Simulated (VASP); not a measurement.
A run of VASP 6.6.1 is set up as follows.

The input POSCAR:

```
ZnS
1.0
    3.8067217484      0.0000000000      0.0000000000
   -1.9033608742      3.2967177392      0.0000000000
    0.0000000000      0.0000000000      6.3081925034
Zn S
2 2
Direct
    0.3333333333      0.6666666667      0.0053880718
    0.6666666667      0.3333333333      0.5053880718
    0.3333333333      0.6666666667      0.3796119282
    0.6666666667      0.3333333333      0.8796119282
```

INCAR.step1

```
SYSTEM = ZnS
PREC = Accurate
ENCUT = 520
ISMEAR = 0
SIGMA = 0.05
LREAL = .False.
LASPH = .True.
NELM = 80
NBANDS = 26
GGA = PE
ALGO = Normal
EDIFF = 1E-4
LWAVE = .True.
LCHARG = .False.
```

The input INCAR.step2:

```
SYSTEM = ZnS
PREC = Accurate
ENCUT = 520
EDIFF = 1E-7
ISMEAR = 0
SIGMA = 0.05
LREAL = .False.
LASPH = .True.
NELM = 80
ALGO = Normal
ISIF = 2
LWAVE = .False.
LCHARG = .False.
METAGGA = R2SCAN
LMIXTAU = .True.
NBANDS = 26
ISTART = 1
```

Contents of KPOINTS:

```
Automatic mesh
0
Gamma
  6 6 4
  0 0 0
```

Potentials or basis: VASP PAW PBE potentials, release 64 (Zn, S).

Command:

```bash
$ cat potpaw_PBE.64/Zn/POTCAR potpaw_PBE.64/S/POTCAR > POTCAR
$ cp INCAR.step1 INCAR
$ mpirun -np 1 vasp_std > vasp.out
$ cp INCAR.step2 INCAR
$ mpirun -np 1 vasp_std > vasp.out
```

**Question.** Estimate the pressure.

**Answer.** -0.7 GPa.

**Question.** Predict the band gap on the k mesh.

**Answer.** 2.71 eV, direct.

**Question.** Predict the largest force.

**Answer.** 0.065 eV/Å.

Forces in eV/Å, atoms in the order of the input:
```
Zn   0.000  0.000  0.065
Zn   0.000  0.000  0.065
S    0.000  0.000 -0.065
S    0.000  0.000 -0.065
```

Caveat: the cell differs from its parent crystal (strain +0.0100 x Voigt [0, 0, 1, 0, 0, 0]); the PAW data sets were made with another functional, which shifts forces and pressure a little.
